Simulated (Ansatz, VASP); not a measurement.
# Two plane-wave programs on Mn

```
Mn
1.0
     0.00000    2.44398    2.44398
     2.44398    0.00000    2.44398
     2.44398    2.44398    0.00000
Mn
2
Direct
  0.00000 0.00000 0.00000
  0.50000 0.50000 0.50000
```

Alike in both runs: task single point; functional revPBE; k mesh 13 × 13 × 13; occupations fermi-dirac, width 0.05 eV; collinear spin.

```csv
,VASP,Ansatz
version,VASP 6.6.1,Ansatz 0.2.0
potentials or method,"VASP PAW PBE potentials, release 64 (Mn_pv), cutoff 520 eV","plane waves (420 eV) with PAW, scalar-relativistic"
valence electrons in the cell,26,30
```

|  | VASP | Ansatz | Ansatz less VASP |
| --- | --- | --- | --- |
| pressure (GPa) | -2.1 | -2.4 | -0.22 |
| net moment per atom (μB) | 0.00 | 0.00 | 0.000 |
| size of the moment on the site where the two differ most (μB) | 2.75 | 2.64 | -0.111 |

VASP's potentials were made for PBE, not for revPBE. Site moments also hang on the region over which each program counts them. VASP's potentials hold 26 valence electrons a cell and Ansatz's 30, so a difference there can come from the potentials and not from the codes.
